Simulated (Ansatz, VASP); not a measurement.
# PbF2: VASP beside Ansatz

```
Pb F
1.0
     0.00000    2.96366    2.96366
     2.96366    0.00000    2.96366
     2.96366    2.96366    0.00000
Pb F
1 2
Direct
  0.00000 0.00000 0.00000
  0.75000 0.75000 0.75000
  0.25000 0.25000 0.25000
```

Alike in both runs: functional PBEsol; k mesh 6 × 6 × 6; occupations fermi-dirac, width 0.05 eV; non-collinear spin, spin-orbit coupling.

|  | VASP | Ansatz |
| --- | --- | --- |
| version | VASP 6.6.1 | Ansatz 0.2.0 |
| potentials or method | VASP PAW PBE potentials, release 64 (Pb_d, F) | Ansatz PAW |
| plane-wave cutoff (eV) | 600 | 420 |
| valence electrons in the cell | 28 | 28 |
| task | single point | band structure |

|  | VASP | Ansatz | Ansatz less VASP |
| --- | --- | --- | --- |
| pressure (GPa) | -1.4 | -1.2 | +0.19 |
| net moment per atom (μB) | 0.00 | 0.00 | 0.000 |

VASP's potentials were made for PBE, not for PBEsol.
